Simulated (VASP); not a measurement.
Wanted: the native input for a VASP 6.6.1 run.

```
Task                   : single point
Functional             : r2SCAN
Potentials or basis    : VASP PAW PBE potentials, release 64 (Cd, Se)
Cutoff                 : 520 eV
k mesh                 : 6 × 6 × 4
Occupations            : gaussian, width 0.1 eV
Spin                   : no spin polarisation
Dipole correction      : no
Further INCAR settings : ALGO = Normal; EDIFF = 1e-06; NBANDS = 26
```

Crystal: CdSe (ref).

```
Cd Se
1.0
     4.30000    0.00000    0.00000
    -2.15000    3.72391    0.00000
     0.00000    0.00000    7.01100
Cd Se
2 2
Direct
  0.33333 0.66667 0.00000
  0.66667 0.33333 0.50000
  0.33333 0.66667 0.50000
  0.66667 0.33333 0.00000
```

These files were run (other wordings do the same):

POSCAR

```
CdSe
1.0
    4.3000000000      0.0000000000      0.0000000000
   -2.1500000000      3.7239092363      0.0000000000
    0.0000000000      0.0000000000      7.0110000000
Cd Se
2 2
Direct
    0.3333333333      0.6666666667      0.0000000000
    0.6666666667      0.3333333333      0.5000000000
    0.3333333333      0.6666666667      0.5000000000
    0.6666666667      0.3333333333      1.0000000000
```

INCAR.step1

```
ALGO = Normal ; EDIFF = 1E-4
ENCUT = 520 ; GGA = PE
ISMEAR = 0 ; LASPH = T
LCHARG = F ; LREAL = F
LWAVE = T ; NBANDS = 26
NELM = 80 ; PREC = Accurate
SIGMA = 0.1
```

INCAR.step2

```
ALGO = Normal ; EDIFF = 1E-6
ENCUT = 520 ; ISIF = 2
ISMEAR = 0 ; ISTART = 1
LASPH = T ; LCHARG = F
LMIXTAU = T ; LREAL = F
LWAVE = F ; METAGGA = R2SCAN
NBANDS = 26 ; NELM = 80
PREC = Accurate ; SIGMA = 0.1
```

KPOINTS

```
k-points
0
Gamma
  6 6 4
```

Potentials or basis: VASP PAW PBE potentials, release 64 (Cd, Se).

Command:

```console
$ cat potpaw_PBE.64/Cd/POTCAR potpaw_PBE.64/Se/POTCAR > POTCAR
$ cp INCAR.step1 INCAR
$ mpirun -np 1 vasp_std > vasp.out
$ cp INCAR.step2 INCAR
$ mpirun -np 1 vasp_std > vasp.out
```

Results of the run:

```
Pressure               : 5.7 GPa
Band gap on the k mesh : 1.48 eV, direct
```

Caveat: the PAW data sets were made with another functional, which shifts forces and pressure a little.

Wall time 110 s on 1 thread of Intel Xeon 6975P-C (shared host), peak memory 0.26 GiB.
